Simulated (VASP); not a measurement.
## ScF5: single point with PBE

The system is ScF5.

```
CELL_PARAMETERS angstrom
4.18084 0.00000 0.00000
0.00000 4.18084 0.00000
0.00000 0.00000 4.62891
ATOMIC_POSITIONS crystal
Sc 0.50000 0.50000 0.00000
F 0.00000 0.50000 0.00000
F 0.50000 0.00000 0.00000
F 0.00000 0.50000 0.50000
F 0.50000 0.00000 0.50000
F 0.00000 0.00000 0.00000
```

The cell was built from a structure type or drawn by symmetry, and may not be a known phase.

```
Program                : VASP 6.6.1
Task                   : single point
Functional             : PBE
Potentials or basis    : VASP PAW PBE potentials, release 64 (Sc_sv, F)
Cutoff                 : 520 eV
k mesh                 : 4 × 4 × 4
Occupations            : gaussian, width 0.1 eV
Spin                   : no spin polarisation
Dipole correction      : no
Further INCAR settings : ALGO = Normal; EDIFF = 1e-06; NBANDS = 32
```

```
Pressure               : -2.3 GPa
Band gap on the k mesh : zero (bands 23 and 24 overlap by 0.52 eV)
```

Stress tensor (GPa, compression positive):
```
-3.21  0.00  0.00
 0.00 -3.21  0.00
 0.00  0.00 -0.42
```

Levels at points of the mesh, in eV from the Fermi level:
| k point | band 21 | band 22 | band 23 | band 24 | band 25 | band 26 |
| --- | --- | --- | --- | --- | --- | --- |
| (0.00, 0.00, 0.00) | -0.04 | 0.13 | 0.42 | 0.42 | 2.09 | 2.15 |
| (0.50, 0.00, 0.00) | -0.44 | 0.04 | 0.05 | 0.37 | 2.18 | 2.52 |
| (0.50, 0.50, 0.00) | -0.17 | 0.05 | 0.05 | 0.11 | 2.86 | 2.86 |
| (0.00, 0.00, 0.50) | -0.16 | -0.16 | 0.42 | 0.42 | 2.19 | 2.38 |
| (0.50, 0.00, 0.50) | -0.97 | -0.50 | -0.32 | 0.37 | 2.39 | 2.58 |
| (0.50, 0.50, 0.50) | -0.91 | -0.55 | -0.21 | 0.08 | 2.76 | 2.80 |

It took 35 s on 1 thread of Intel Xeon 8259CL, on a shared host, peak memory 0.2 GiB.

Caveat: the k points lie up to 0.38 Å⁻¹ apart, too coarse for converged energies and pressures of a metal.
